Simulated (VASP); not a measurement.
Set up this calculation in VASP 6.6.1, as the native input.

```yaml
Task: electric field gradients
Functional: PBE
Potentials_or_basis: VASP PAW PBE potentials, release 64 (Sb)
Cutoff: 520 eV
k_mesh: 12 × 12 × 12
Occupations: fermi-dirac, width 0.05 eV
Spin: no spin polarisation
Dipole_correction: no
Further_INCAR_settings: ALGO = Normal; EDIFF = 1e-08; NBANDS = 8
```

The structure of Sb lies in POSCAR:

```
Sb
1.0
    0.0000000000      2.2856293363      2.2856293363
    2.2856293363      0.0000000000      2.2856293363
    2.2856293363      2.2856293363      0.0000000000
Sb
1
Direct
    0.0000000000      0.0000000000      0.0000000000
```

This cell differs from its parent crystal: volume scaled by 0.975.

One way to write it, as run:

INCAR

```
ALGO     = Normal         # electronic algorithm
EDIFF    = 1E-8           # SCF threshold, eV
ENCUT    = 520            # plane-wave cutoff, eV
GGA      = PE             # functional
ISIF     = 2              # what is computed and relaxed
ISMEAR   = -1             # smearing method
LASPH    = T              # aspherical terms in the spheres
LCHARG   = F              # write CHGCAR
LEFG     = T            
LREAL    = F              # projectors in reciprocal space
LWAVE    = F              # write WAVECAR
NBANDS   = 8              # bands
NELM     = 60             # most SCF steps
PREC     = Accurate       # precision mode
SIGMA    = 0.05           # smearing width, eV
```

KPOINTS

```
k-points
0
Gamma
  12 12 12
```

Potentials or basis: VASP PAW PBE potentials, release 64 (Sb).

Run with:

```sh
$ cat potpaw_PBE.64/Sb/POTCAR > POTCAR
$ mpirun -np 1 vasp_std > vasp.out
```

It gave:

```
Pressure : 11.1 GPa
```

Caveat: without QUAD_EFG the Cq values of the log hold for a quadrupole moment of 1 mb, not for the nuclei.

It took 6.1 s on 1 thread of Intel(R) Xeon(R) Platinum 8488C (Sapphire Rapids), on a shared host, peak memory 0.14 GiB.
